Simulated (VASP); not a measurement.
Write the native input for VASP 6.6.1 that does the following.

```
Task                   : single point
Functional             : PBEsol
Potentials or basis    : VASP PAW PBE potentials, release 64 (Sn_d, S)
Cutoff                 : 500 eV
k mesh                 : 12 × 12 × 6, shifted
Occupations            : gaussian, width 0.02 eV
Spin                   : no spin polarisation
Dipole correction      : no
Further INCAR settings : ALGO = Normal; EDIFF = 1e-06; NBANDS = 20; ISYM = 0
```

The structure of SnS2 lies in POSCAR:

```
SnS2
1.0
    3.6513143003      0.0000000000      0.0000000000
   -1.8256571501      3.1621309413      0.0000000000
    0.0000000000      0.0000000000      6.0589188786
Sn S
1 2
Direct
    0.0000000000      0.0000000000      0.0000000000
    0.6666666667      0.3333333333      0.2432430401
    0.3333333333      0.6666666667      0.7567569599
```

One way to write it, as run:

INCAR

```
SYSTEM = SnS2
  ALGO = Normal
  EDIFF = 1E-6
  ENCUT = 500
  GGA = PS
  GGA_COMPAT = .FALSE.
  ISIF = 2
  ISMEAR = 0
  ISYM = 0
  LASPH = .TRUE.
  LCHARG = .FALSE.
  LREAL = .FALSE.
  LWAVE = .FALSE.
  NBANDS = 20
  NELM = 120
  PREC = Accurate
  SIGMA = 0.02
```

KPOINTS

```
Automatic mesh
0
Gamma
  12 12 6
  0.5 0.5 0.5
```

Potentials or basis: VASP PAW PBE potentials, release 64 (Sn_d, S).

Launch:

```sh
$ cat potpaw_PBE.64/Sn_d/POTCAR potpaw_PBE.64/S/POTCAR > POTCAR
$ mpirun -np 1 vasp_std > vasp.out
```

Results of the run:

The pressure is -0.1 GPa. The band gap on the k mesh is 1.46 eV (least direct gap 1.80 eV).

Caveat: the PAW data sets were made with another functional, which shifts forces and pressure a little; spin-orbit coupling is left out, which moves the levels of the heavy elements; a shifted mesh leaves out Γ, where band edges can lie; this functional lacks dispersion, which binds layers or chains, so the pressure and a relaxed spacing across them are unreliable.

It took 32 min on 1 thread of Intel Xeon 8259CL (shared host), peak memory 1.4 GiB.
